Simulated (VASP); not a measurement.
Wanted: the native input for a VASP 6.6.1 run.

```yaml
Task: relaxation of cell and atoms
Functional: LDA
Potentials_or_basis: VASP PAW LDA potentials, release 64 (Ge_d)
Cutoff: 600 eV
k_mesh: 14 × 14 × 14
Occupations: fermi-dirac, width 0.1 eV
Spin: no spin polarisation
Target_pressure: 240 GPa
Dipole_correction: no
Further_INCAR_settings: ALGO = Normal; EDIFF = 1e-06; IBRION = 2; EDIFFG = -0.005; NSW = 60; ISIF = 3
```

The structure of Ge lies in POSCAR:

```
Ge
1.0
    0.0000000000      2.1292429873      2.1292429873
    2.1292429873      0.0000000000      2.1292429873
    2.1292429873      2.1292429873      0.0000000000
Ge
2
Direct
   -0.1250000000     -0.1250000000     -0.1250000000
    0.1250000000      0.1250000000      0.1250000000
```

The input as run:

INCAR

```
PREC     = Accurate       # precision mode
ENCUT    = 600            # plane-wave cutoff, eV
EDIFF    = 1E-6           # SCF threshold, eV
ISMEAR   = -1             # smearing method
SIGMA    = 0.1            # smearing width, eV
LREAL    = F              # projectors in reciprocal space
LASPH    = T              # aspherical terms in the spheres
NELM     = 80             # most SCF steps
ALGO     = Normal         # electronic algorithm
ISIF     = 3              # what is computed and relaxed
LWAVE    = F              # write WAVECAR
LCHARG   = F              # write CHGCAR
IBRION   = 2              # ionic algorithm
NSW      = 60             # ionic steps
EDIFFG   = -0.005         # ionic threshold
PSTRESS  = 2400.0
```

KPOINTS

```
Automatic mesh
0
Gamma
  14 14 14
```

Potentials or basis: VASP PAW LDA potentials, release 64 (Ge_d).

Run with:

```bash
$ cat potpaw_LDA.64/Ge_d/POTCAR > POTCAR
$ mpirun -np 1 vasp_std > vasp.out
```

Results of the run:

| Item | Value |
| --- | --- |
| Relaxed volume | 11.18 Å³/atom |
| Relaxed cell | a = 3.162 Å, b = 3.162 Å, c = 3.162 Å, α = 60.00°, β = 60.00°, γ = 60.00° |
| Space group after relaxing (to 0.1 Å) | Fd-3m (No. 227) |
| Energy change on relaxing (the run minimises the enthalpy) | -2998.5 meV/atom |
| Ionic steps | 11 |
| Pressure after relaxing | 240.0 GPa |
| Band gap on the k mesh | zero (bands 14 and 15 overlap by 1.37 eV) |

Caveat: the cell is relaxed towards a set pressure, so the run minimises the enthalpy, not the energy; the volume moved by over 15 % at a fixed basis, so the end points are rough.

Run time: 77 s on 1 thread of Intel(R) Xeon(R) 6975P-C (Granite Rapids) (shared host), peak memory 0.16 GiB.
